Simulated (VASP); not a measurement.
Set up this calculation in VASP 6.6.1, as the native input.

- Task: single point
- Functional: PBE
- Potentials or basis: VASP PAW PBE potentials, release 64 (W_sv, C)
- Cutoff: 520 eV
- k mesh: 9 × 9 × 1
- Occupations: gaussian, width 0.1 eV
- Spin: no spin polarisation
- Dipole correction: yes
- Further INCAR settings: ALGO = Normal; EDIFF = 1e-06; NBANDS = 31

The structure of W3C lies in POSCAR:

```
W3C
1.0
    2.8545944806      0.0000000000      0.0000000000
   -1.4272972403      2.4721513377      0.0000000000
    0.0000000000      0.0000000000     21.6971108210
W C
3 1
Direct
    0.6666666667      0.3333333333      0.1843563428
    0.3333333333      0.6666666667      0.2926027619
    0.0000000000      0.0000000000      0.4008418859
    0.8888888889     -0.8888888889      0.5589274499
```

The input as run:

INCAR

```
ALGO = Normal
DIPOL = 0.5 0.5 0.359
EDIFF = 1E-6
ENCUT = 520
GGA = PE
IDIPOL = 3
ISIF = 2
ISMEAR = 0
LASPH = True
LCHARG = False
LDIPOL = True
LREAL = False
LWAVE = False
NBANDS = 31
NELM = 60
PREC = Accurate
SIGMA = 0.1
```

KPOINTS

```
k-points
0
Gamma
  9 9 1
```

Potentials or basis: VASP PAW PBE potentials, release 64 (W_sv, C).

Run with:

```console
$ cat potpaw_PBE.64/W_sv/POTCAR potpaw_PBE.64/C/POTCAR > POTCAR
$ mpirun -np 1 vasp_std > vasp.out
```

Results of the run:

```
Largest force          : 0.744 eV/Å
Band gap on the k mesh : zero (bands 23 and 24 overlap by 1.06 eV)
```

Caveat: spin-orbit coupling is left out, which moves the levels of the heavy elements.

Wall time 2.9 min on 1 thread of AMD EPYC 9R45 96-Core Processor (Zen 5) (shared host), peak memory 0.31 GiB.
